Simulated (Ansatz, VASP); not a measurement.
**K in VASP and in Ansatz**

File INCAR:

```
SYSTEM = K
PREC = Accurate
ENCUT = 520
EDIFF = 1E-7
ISMEAR = -1
SIGMA = 0.05
LREAL = .False.
LASPH = .True.
NELM = 80
ALGO = Normal
ISIF = 2
LWAVE = .False.
LCHARG = .True.
GGA = PE
LELF = .True.
LVHAR = .True.
NBANDS = 16
```

File KPOINTS:

```
Automatic mesh
0
Gamma
  7 7 4
  0 0 0
```

POSCAR

```
K
1.0
    4.7304326679      0.0000000000      0.0000000000
   -2.3652163340      4.0966748613      0.0000000000
    0.0000000000      0.0000000000      7.7774195935
K
2
Direct
    0.6666666667      0.3333333333      0.7500000000
    0.3333333333      0.6666666667      0.2500000000
```

File input.yaml:

```yaml
crystal:
  lattice:
    - [4.7304326679, 0.0, 0.0]
    - [-2.365216334, 4.0966748613, 0.0]
    - [0.0, 0.0, 7.7774195935]
  atoms:
    - { symbol: K, position: [0.6666666667, 0.3333333333, 0.75] }
    - { symbol: K, position: [0.3333333333, 0.6666666667, 0.25] }
hamiltonian:
  xc: pbe
  pseudopotentials: { kind: paw }
kpoints:
  mp_grid: { grid: [7, 7, 4] }
scf:
  occupations: { method: fermi_dirac, width: 0.05 }
output:
  forces: true
  stress: true
  eigenvalues: true
  write_density: true
  write_potential: true
  elf: true
  volumetric_format: npy
```

Alike in both runs: task single point; functional PBE; k mesh 7 × 7 × 4; occupations fermi-dirac, width 0.05 eV; no spin polarisation.

```csv
,VASP,Ansatz
version,VASP 6.6.1,Ansatz 0.2.0
potentials or method,"VASP PAW PBE potentials, release 64 (K_sv)",Ansatz PAW
plane-wave cutoff (eV),520,420
valence electrons in the cell,18,18
```

|  | VASP | Ansatz | Ansatz less VASP |
| --- | --- | --- | --- |
| gap on the k mesh at the Fermi level (eV) | none | none | - |
| pressure (GPa) | -0.1 | -0.1 | +0.01 |

A gap of «none» marks a metal or a gap that the smearing closes. With one functional, cell and mesh, what is left measures potentials, basis and numerics.
